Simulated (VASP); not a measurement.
Write the native input for VASP 6.6.1 that does the following.

* Task: single point
* Functional: PBE
* Potentials or basis: VASP PAW PBE potentials, release 64 (Mg, Re)
* Cutoff: 520 eV
* k mesh: 7 × 7 × 7
* Occupations: methfessel-paxton, width 0.1 eV
* Spin: no spin polarisation
* Dipole correction: no
* Further INCAR settings: ALGO = Normal; EDIFF = 1e-06; NBANDS = 20

The structure of MgRe3 lies in POSCAR:

```
MgRe3
1.0
    0.0000000000      3.1954628311      3.1954628311
    3.1954628311      0.0000000000      3.1954628311
    3.1954628311      3.1954628311      0.0000000000
Mg Re
1 3
Direct
    0.0000000000      0.0000000000      0.0000000000
    0.2500000000      0.2500000000      0.2500000000
    0.5000000000      0.5000000000      0.5000000000
    0.7500000000      0.7500000000      0.7500000000
```

These files were run (other wordings do the same):

INCAR

```
PREC = Accurate
ENCUT = 520
EDIFF = 1E-6
ISMEAR = 1
SIGMA = 0.1
LREAL = F
LASPH = T
NELM = 100
ALGO = Normal
ISIF = 2
LWAVE = F
LCHARG = F
GGA = PE
NBANDS = 20
```

KPOINTS

```
Automatic mesh
0
Gamma
  7 7 7
```

Potentials or basis: VASP PAW PBE potentials, release 64 (Mg, Re).

Launch:

```console
$ cat potpaw_PBE.64/Mg/POTCAR potpaw_PBE.64/Re/POTCAR > POTCAR
$ mpirun -np 1 vasp_std > vasp.out
```

It gave:

| Item | Value |
| --- | --- |
| Pressure | -17.9 GPa |

Wall time 16 s on 1 thread of Intel(R) Xeon(R) 6975P-C (Granite Rapids), with other jobs on the host, peak memory 0.2 GiB.
